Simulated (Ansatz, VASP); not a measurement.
Two plane-wave programs on Rh6N

The input INCAR:

```
PREC = Accurate
ENCUT = 520
EDIFF = 1E-7
ISMEAR = 0
SIGMA = 0.1
LREAL = False
LASPH = True
NELM = 100
ALGO = Normal
ISIF = 2
LWAVE = False
LCHARG = True
LDIPOL = True
IDIPOL = 3
DIPOL = 0.5 0.5 0.299
GGA = PE
IVDW = 12
LELF = True
LVHAR = True
LVACPOTAV = True
NBANDS = 108
```

Contents of KPOINTS:

```
regular mesh
0
Gamma
  5 5 1
```

File POSCAR:

```
Rh6N
1.0
    5.3650160441      0.0000000000      0.0000000000
    0.0000000000      5.3650160441      0.0000000000
    0.0000000000      0.0000000000     22.4874012803
Rh N
12 2
Direct
    0.2500000000      0.2500000000      0.1778773790
    0.2500000000      0.7500000000      0.1778773790
    0.7500000000      0.2500000000      0.1778773790
    0.7500000000      0.7500000000      0.1778773790
    0.0000000000      0.0000000000      0.2598726471
    0.0000000000      0.5000000000      0.2598726471
    0.5000000000      0.0000000000      0.2598726471
    0.5000000000      0.5000000000      0.2598726471
    0.2500000000      0.2500000000      0.3418536977
    0.2500000000      0.7500000000      0.3418536977
    0.7500000000      0.2500000000      0.3418536977
    0.7500000000      0.7500000000      0.3418536977
    0.2500000000      0.2500000000      0.5063902733
    0.2500000000      0.2500000000      0.5553065525
```

Input for Ansatz:

```yaml
crystal:
  lattice:
    - [5.3650160441, 0.0, 0.0]
    - [0.0, 5.3650160441, 0.0]
    - [0.0, 0.0, 22.4874012803]
  atoms:
    - { symbol: Rh, position: [0.25, 0.25, 0.177877379] }
    - { symbol: Rh, position: [0.25, 0.75, 0.177877379] }
    - { symbol: Rh, position: [0.75, 0.25, 0.177877379] }
    - { symbol: Rh, position: [0.75, 0.75, 0.177877379] }
    - { symbol: Rh, position: [0.0, 0.0, 0.2598726471] }
    - { symbol: Rh, position: [0.0, 0.5, 0.2598726471] }
    - { symbol: Rh, position: [0.5, 0.0, 0.2598726471] }
    - { symbol: Rh, position: [0.5, 0.5, 0.2598726471] }
    - { symbol: Rh, position: [0.25, 0.25, 0.3418536977] }
    - { symbol: Rh, position: [0.25, 0.75, 0.3418536977] }
    - { symbol: Rh, position: [0.75, 0.25, 0.3418536977] }
    - { symbol: Rh, position: [0.75, 0.75, 0.3418536977] }
    - { symbol: "N", position: [0.25, 0.25, 0.5063902733] }
    - { symbol: "N", position: [0.25, 0.25, 0.5553065525] }
basis:
  ecutwfc: 420
kpoints:
  mp_grid: { grid: [5, 5, 1] }
hamiltonian:
  xc: pbe
  pseudopotentials: { kind: paw, azcp: { folder: soft_1 } }
  dispersion: d3bj
scf:
  occupations: { method: gaussian, width: 0.1 }
output:
  forces: true
  eigenvalues: true
efield:
  axis: 3
  dipole_correction: true
  ramp_width: 0.04
```

Alike in both runs: task single point; functional PBE; dispersion D3(BJ); k mesh 5 × 5 × 1; occupations gaussian, width 0.1 eV; no spin polarisation.

```csv
,VASP,Ansatz
version,VASP 6.6.1,Ansatz 0.2.0
potentials or method,"VASP PAW PBE potentials, release 64 (Rh_pv, N), cutoff 520 eV","scalar-relativistic, plane waves, PAW"
valence electrons in the cell,190,214
```

|  | VASP | Ansatz | Ansatz less VASP |
| --- | --- | --- | --- |
| gap on the k mesh at the Fermi level (eV) | none | none | - |
| rms of the force components (eV/Å) | 0.466 | 0.075 | -0.3909 |
| work function, face that differs most (eV) | 4.87 | 4.87 | +0.002 |

Atom by atom the forces differ by 0.392 eV/Å (rms over components). A gap of «none» marks a metal or a gap that the smearing closes. One of these differences is far larger than is usual between the two programs; its cause wasn't traced. VASP's potentials hold 190 valence electrons a cell and Ansatz's 214, so a difference there can come from the potentials and not from the codes.

Noted on VASP's run: the standard files for N, O and F lose accuracy on very short bonds.
